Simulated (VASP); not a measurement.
## Al12H: single point with PBEsol

The system is Al12H, a slab with vacuum.

```
Al H
1.0
     5.67885    0.00000    0.00000
     0.00000    5.67885    0.00000
     0.00000    0.00000   21.14135
Al H
12 1
Direct
  0.25000 0.25000 0.18920
  0.25000 0.75000 0.18920
  0.75000 0.25000 0.18920
  0.75000 0.75000 0.18920
  0.00000 0.00000 0.28708
  0.00000 0.50000 0.28708
  0.50000 0.00000 0.28708
  0.50000 0.50000 0.28708
  0.25000 0.25000 0.38509
  0.25000 0.75000 0.38509
  0.75000 0.25000 0.38509
  0.75000 0.75000 0.38509
  0.50000 0.50000 0.53976
```

```json
{"Program": "VASP 6.6.1", "Task": "single point", "Functional": "PBEsol", "Potentials or basis": "VASP PAW PBE potentials, release 64 (Al, H)", "Cutoff": "520 eV", "k mesh": "5 × 5 × 1", "Occupations": "gaussian, width 0.1 eV", "Spin": "no spin polarisation"}
```

```yaml
Largest_force: 0.642 eV/Å
Band_gap_on_the_k_mesh: zero (an odd number of electrons rules out a gap without spin polarisation)
```

Forces on the atoms (eV/Å):
```
Al  -0.034 -0.034  0.022
Al  -0.034  0.034  0.022
Al   0.034 -0.034  0.022
Al   0.034  0.034  0.022
Al   0.000  0.000 -0.033
Al   0.000  0.000 -0.003
Al   0.000  0.000 -0.003
Al   0.000  0.000  0.070
Al  -0.044 -0.044  0.130
Al  -0.044  0.044  0.130
Al   0.044 -0.044  0.130
Al   0.044  0.044  0.130
H    0.000  0.000 -0.642
```

Levels at points of the mesh, in eV from the Fermi level:
```tsv
k point	band 16	band 17	band 18	band 19	band 20	band 21	band 22	band 23
(0.00, 0.00, 0.00)	-0.74	-0.74	-0.37	-0.25	0.00	0.01	0.01	0.14
```

It took 5.4 min on 1 thread of Intel(R) Xeon(R) Platinum 8559C (Emerald Rapids), on a shared host, peak memory 0.61 GiB.

Caveat: the PAW data sets were made with another functional, which shifts forces and pressure a little.
